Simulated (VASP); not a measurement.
# P (P2/m) in VASP: notebook, part 2 of 2

VASP 6.6.1.

## 3. Single point, PBEsol (strain +0.0750 x Voigt [0, 0, 0, 0, 1, 0])

The input, INCAR:

```
SYSTEM = P
PREC     = Accurate       ! precision mode
ENCUT    = 500            ! plane-wave cutoff, eV
EDIFF    = 1E-6           ! SCF threshold, eV
ISMEAR   = 0              ! smearing method
SIGMA    = 0.15           ! smearing width, eV
LREAL    = .False.        ! projectors in reciprocal space
LASPH    = .True.         ! aspherical terms in the spheres
NELM     = 120            ! most SCF steps
ALGO     = Normal         ! electronic algorithm
ISIF     = 2              ! what is computed and relaxed
LWAVE    = .False.        ! write WAVECAR
LCHARG   = .False.        ! write CHGCAR
GGA      = PS             ! functional
NBANDS   = 8              ! bands
GGA_COMPAT= .False.
```

The input, KPOINTS:

```
Automatic mesh
0
Gamma
  12 12 12
  0 0 0
```

The input, POSCAR:

```
P
1.0
    4.2729048574      0.0000000000      0.1602339322
    0.0000000000      4.2729048574      0.0000000000
    0.1641750000      0.0000000000      4.3780000000
P
1
Direct
    0.0000000000      0.0000000000      0.0000000000
```

Potentials or basis: VASP PAW PBE potentials, release 64 (P).

On the command line:

```console
$ cat potpaw_PBE.64/P/POTCAR > POTCAR
$ mpirun -np 1 vasp_std > vasp.out
```

It took 2.3 min on 1 thread of Intel Xeon Platinum 8488C (Sapphire Rapids), shared host; peak memory 0.37 GiB.

Results (log left out):

- Free energy: -1.1860 eV
- Pressure: -3.9 GPa
- Band gap on the k mesh: zero (an odd number of electrons rules out a gap without spin polarisation)

Stress tensor (GPa, compression positive):
```
-3.98  0.00 -0.28
 0.00 -4.00  0.00
-0.28  0.00 -3.57
```

Levels at points of the mesh, in eV from the Fermi level:
```
           k point  band 1  band 2  band 3  band 4  band 5  band 6  band 7
(0.00, 0.00, 0.00)   -8.73    0.44    0.56    0.57    4.63    7.46    7.53
(0.50, 0.00, 0.00)   -8.56   -0.83    0.59    0.70    6.50    7.57    8.15
(0.00, 0.50, 0.00)   -8.56   -0.83    0.59    0.71    6.51    7.55    8.21
(0.50, 0.50, 0.00)   -8.40   -0.53   -0.53    0.73    5.86    8.08    9.72
(0.00, 0.00, 0.50)   -8.59   -0.78    0.67    0.68    6.47    7.49    8.12
(0.50, 0.00, 0.50)   -8.43   -0.61   -0.44    0.81    5.85    8.11    9.41
(0.00, 0.50, 0.50)   -8.43   -0.57   -0.48    0.80    5.85    8.08    9.66
(0.50, 0.50, 0.50)   -8.28   -0.35   -0.32   -0.20    6.73    6.97    7.13
```

Caveat: the cell differs from its parent crystal (strain +0.0750 x Voigt [0, 0, 0, 0, 1, 0]); the cell stands under tension; the atoms stand far beyond bonding distance, and open shells without spin polarisation read as a metal; the PAW data sets were made with another functional, which shifts forces and pressure a little.

## 4. Single point, PBEsol (strain +0.0875 x Voigt [0, 0, 0, 0, 1, 0])

The input, INCAR:

```
SYSTEM = P
PREC     = Accurate       ! precision mode
ENCUT    = 500            ! plane-wave cutoff, eV
EDIFF    = 1E-6           ! SCF threshold, eV
ISMEAR   = 0              ! smearing method
SIGMA    = 0.15           ! smearing width, eV
LREAL    = .FALSE.        ! projectors in reciprocal space
LASPH    = .TRUE.         ! aspherical terms in the spheres
NELM     = 120            ! most SCF steps
ALGO     = Normal         ! electronic algorithm
ISIF     = 2              ! what is computed and relaxed
LWAVE    = .FALSE.        ! write WAVECAR
LCHARG   = .FALSE.        ! write CHGCAR
GGA      = PS             ! functional
NBANDS   = 8              ! bands
GGA_COMPAT= .FALSE.
```

The input, KPOINTS:

```
Automatic mesh
0
G
  12 12 12
  0 0 0
```

The input, POSCAR:

```
P
1.0
    4.2729048574      0.0000000000      0.1869395875
    0.0000000000      4.2729048574      0.0000000000
    0.1915375000      0.0000000000      4.3780000000
P
1
Direct
    0.0000000000      0.0000000000      0.0000000000
```

On the command line:

```console
$ cat potpaw_PBE.64/P/POTCAR > POTCAR
$ mpirun -np 1 vasp_std > vasp.out
```

It took 1.9 min on 1 thread of Intel Xeon Platinum 8488C (Sapphire Rapids), shared host; peak memory 0.37 GiB.

It converged, with:

```
Free energy            : -1.1851 eV
Pressure               : -3.8 GPa
Band gap on the k mesh : zero (an odd number of electrons rules out a gap without spin polarisation)
```

Stress tensor (GPa, compression positive):
```
-3.98  0.00 -0.33
 0.00 -4.00  0.00
-0.33  0.00 -3.56
```

Levels at points of the mesh, in eV from the Fermi level:
```tsv
k point	band 1	band 2	band 3	band 4	band 5	band 6	band 7
(0.00, 0.00, 0.00)	-8.73	0.43	0.56	0.57	4.63	7.46	7.54
(0.50, 0.00, 0.00)	-8.56	-0.83	0.59	0.70	6.49	7.57	8.14
(0.00, 0.50, 0.00)	-8.56	-0.83	0.59	0.71	6.51	7.55	8.22
(0.50, 0.50, 0.00)	-8.40	-0.53	-0.53	0.72	5.86	8.06	9.72
(0.00, 0.00, 0.50)	-8.59	-0.78	0.67	0.68	6.46	7.49	8.11
(0.50, 0.00, 0.50)	-8.43	-0.61	-0.43	0.81	5.85	8.11	9.37
(0.00, 0.50, 0.50)	-8.43	-0.57	-0.48	0.80	5.85	8.07	9.67
(0.50, 0.50, 0.50)	-8.28	-0.36	-0.33	-0.19	6.70	6.97	7.17
```

Caveat: the cell differs from its parent crystal (strain +0.0875 x Voigt [0, 0, 0, 0, 1, 0]); the cell stands under tension; the atoms stand far beyond bonding distance, and open shells without spin polarisation read as a metal; the PAW data sets were made with another functional, which shifts forces and pressure a little.

## 5. Single point, PBEsol (strain +0.0625 x Voigt [0, 0, 0, 0, 1, 0])

The input, INCAR:

```
SYSTEM = P
ALGO = Normal
EDIFF = 1E-6
ENCUT = 500
GGA = PS
GGA_COMPAT = .False.
ISIF = 2
ISMEAR = 0
LASPH = .True.
LCHARG = .False.
LREAL = .False.
LWAVE = .False.
NBANDS = 8
NELM = 120
PREC = Accurate
SIGMA = 0.15
```

The input, KPOINTS:

```
k-points
0
Gamma
  12 12 12
  0 0 0
```

The input, POSCAR:

```
P
1.0
    4.2729048574      0.0000000000      0.1335282768
    0.0000000000      4.2729048574      0.0000000000
    0.1368125000      0.0000000000      4.3780000000
P
1
Direct
    0.0000000000      0.0000000000      0.0000000000
```

On the command line:

```console
$ cat potpaw_PBE.64/P/POTCAR > POTCAR
$ mpirun -np 1 vasp_std > vasp.out
```

It took 2 min on 1 thread of Intel Xeon Platinum 8488C (Sapphire Rapids), shared host; peak memory 0.37 GiB.

Results (log left out):

| Item | Value |
| --- | --- |
| Free energy | -1.1868 eV |
| Pressure | -3.9 GPa |
| Band gap on the k mesh | zero (an odd number of electrons rules out a gap without spin polarisation) |

Stress tensor (GPa, compression positive):
```
-3.99  0.00 -0.24
 0.00 -4.00  0.00
-0.24  0.00 -3.57
```

Levels at points of the mesh, in eV from the Fermi level:
| k point | band 1 | band 2 | band 3 | band 4 | band 5 | band 6 | band 7 |
| --- | --- | --- | --- | --- | --- | --- | --- |
| (0.00, 0.00, 0.00) | -8.73 | 0.44 | 0.56 | 0.56 | 4.63 | 7.45 | 7.53 |
| (0.50, 0.00, 0.00) | -8.56 | -0.83 | 0.59 | 0.70 | 6.50 | 7.56 | 8.16 |
| (0.00, 0.50, 0.00) | -8.56 | -0.83 | 0.59 | 0.71 | 6.51 | 7.55 | 8.21 |
| (0.50, 0.50, 0.00) | -8.40 | -0.53 | -0.53 | 0.73 | 5.86 | 8.09 | 9.72 |
| (0.00, 0.00, 0.50) | -8.59 | -0.78 | 0.67 | 0.68 | 6.47 | 7.48 | 8.13 |
| (0.50, 0.00, 0.50) | -8.43 | -0.60 | -0.45 | 0.81 | 5.85 | 8.11 | 9.46 |
| (0.00, 0.50, 0.50) | -8.43 | -0.57 | -0.48 | 0.80 | 5.85 | 8.09 | 9.66 |
| (0.50, 0.50, 0.50) | -8.28 | -0.34 | -0.32 | -0.21 | 6.76 | 6.97 | 7.10 |

Caveat: the cell differs from its parent crystal (strain +0.0625 x Voigt [0, 0, 0, 0, 1, 0]); the cell stands under tension; the atoms stand far beyond bonding distance, and open shells without spin polarisation read as a metal; the PAW data sets were made with another functional, which shifts forces and pressure a little.

## 6. Single point, PBEsol (strain -0.0500 x Voigt [0, 0, 0, 0, 1, 0])

The input, INCAR:

```
SYSTEM = P
PREC = Accurate
ENCUT = 500
EDIFF = 1E-6
ISMEAR = 0
SIGMA = 0.15
LREAL = .FALSE.
LASPH = .TRUE.
NELM = 120
ALGO = Normal
ISIF = 2
LWAVE = .FALSE.
LCHARG = .FALSE.
GGA = PS
NBANDS = 8
GGA_COMPAT = .FALSE.
```

The input, KPOINTS:

```
regular mesh
0
G
  12 12 12
  0 0 0
```

The input, POSCAR:

```
P
1.0
    4.2729048574      0.0000000000     -0.1068226214
    0.0000000000      4.2729048574      0.0000000000
   -0.1094500000      0.0000000000      4.3780000000
P
1
Direct
    0.0000000000      0.0000000000      0.0000000000
```

Potentials or basis: VASP PAW PBE potentials, release 64 (P).

On the command line:

```console
$ cat potpaw_PBE.64/P/POTCAR > POTCAR
$ mpirun -np 1 vasp_std > vasp.out
```

Run time: 1.8 min. Hardware: 1 thread of Intel Xeon Platinum 8488C (Sapphire Rapids), shared host; peak memory 0.37 GiB.

The run converged. Its results:

```yaml
Free_energy: -1.1875 eV
Pressure: -3.9 GPa
Band_gap_on_the_k_mesh: zero (an odd number of electrons rules out a gap without spin polarisation)
```

Stress tensor (GPa, compression positive):
```
-3.99  0.00  0.19
 0.00 -4.00  0.00
 0.19  0.00 -3.57
```

Levels at points of the mesh, in eV from the Fermi level:
```tsv
k point	band 1	band 2	band 3	band 4	band 5	band 6
(0.00, 0.00, 0.00)	-8.73	0.44	0.56	0.56	4.63	7.45
(0.50, 0.00, 0.00)	-8.56	-0.83	0.60	0.70	6.51	7.56
(0.00, 0.50, 0.00)	-8.56	-0.83	0.60	0.71	6.51	7.55
(0.50, 0.50, 0.00)	-8.40	-0.53	-0.53	0.73	5.86	8.10
(0.00, 0.00, 0.50)	-8.59	-0.78	0.67	0.68	6.47	7.48
(0.50, 0.00, 0.50)	-8.43	-0.59	-0.46	0.81	5.85	8.11
(0.00, 0.50, 0.50)	-8.43	-0.57	-0.48	0.81	5.85	8.10
(0.50, 0.50, 0.50)	-8.28	-0.34	-0.32	-0.22	6.78	6.97
```

Caveat: the cell differs from its parent crystal (strain -0.0500 x Voigt [0, 0, 0, 0, 1, 0]); the cell stands under tension; the atoms stand far beyond bonding distance, and open shells without spin polarisation read as a metal; the PAW data sets were made with another functional, which shifts forces and pressure a little.

## 7. The runs side by side

| cell | gap on the mesh (eV) | pressure (GPa) |
| --- | --- | --- |
| a = 4.278, b = 4.273, c = 4.383 Å, angles 90.0, 95.7, 90.0°, 1 atom | none | -3.8 |
| a = 4.276, b = 4.273, c = 4.381 Å, angles 90.0, 85.7, 90.0°, 1 atom | none | -3.9 |
| a = 4.277, b = 4.273, c = 4.382 Å, angles 90.0, 85.0, 90.0°, 1 atom | none | -3.8 |
| a = 4.275, b = 4.273, c = 4.380 Å, angles 90.0, 86.4, 90.0°, 1 atom | none | -3.9 |
| a = 4.274, b = 4.273, c = 4.379 Å, angles 90.0, 92.9, 90.0°, 1 atom | none | -3.9 |

Alike in all rows: task single point; level PBEsol; potentials or basis VASP PAW PBE potentials, release 64 (P); no spin polarisation; k mesh 12 × 12 × 12; cutoff (eV) 500; smearing gaussian 0.15 eV.

Caveats: the cell stands under tension; the atoms stand far beyond bonding distance, and open shells without spin polarisation read as a metal; the PAW data sets were made with another functional, which shifts forces and pressure a little.

Total energies depend on the potentials used, so only differences within one code and one set of settings carry meaning.
